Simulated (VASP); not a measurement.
MgO, 2 atoms in the cell. The structure is cubic, space group F-43m (No. 216). The conventional cell has a = 4.564 Å, b = 4.564 Å, c = 4.564 Å, α = 90.00°, β = 90.00°, γ = 90.00°. Mg (site symmetry -43m) has 4 O at 1.98 Å within 2.6 Å. Within 2.6 Å of O (site symmetry -43m) lie 4 Mg at 1.98 Å. 

```yaml
Program: VASP 6.6.1
Task: single point
Functional: PBE-based screened hybrid
Potentials_or_basis: VASP PAW PBE potentials, release 64 (Mg, O)
Cutoff: 520 eV
k_mesh: 4 × 4 × 4
Occupations: gaussian, width 0.01 eV
Spin: no spin polarisation
Dipole_correction: no
Grid_for_exact_exchange_PRECFOCK: Normal
Share_of_exact_exchange: 0.15
Further_INCAR_settings: ALGO = Normal; EDIFF = 1e-06; NBANDS = 11
Screening_parameter: 0.1 1/Å
```

Potentials or basis: VASP PAW PBE potentials, release 64 (Mg, O).

Command:

```console
$ cat potpaw_PBE.64/Mg/POTCAR potpaw_PBE.64/O/POTCAR > POTCAR
$ cp INCAR.step1 INCAR
$ mpirun -np 1 vasp_std > vasp.out
$ cp INCAR.step2 INCAR
$ mpirun -np 1 vasp_std > vasp.out
```

Hardware: 1 thread of AMD EPYC 9R45 96-Core Processor (Zen 5), with other jobs on the host.

Question: Estimate the wall time of this run.

Answer: Run time: 42 s on 1 thread of AMD EPYC 9R45 96-Core Processor (Zen 5), with other jobs on the host, peak memory 0.22 GiB. Counts: k points 8.
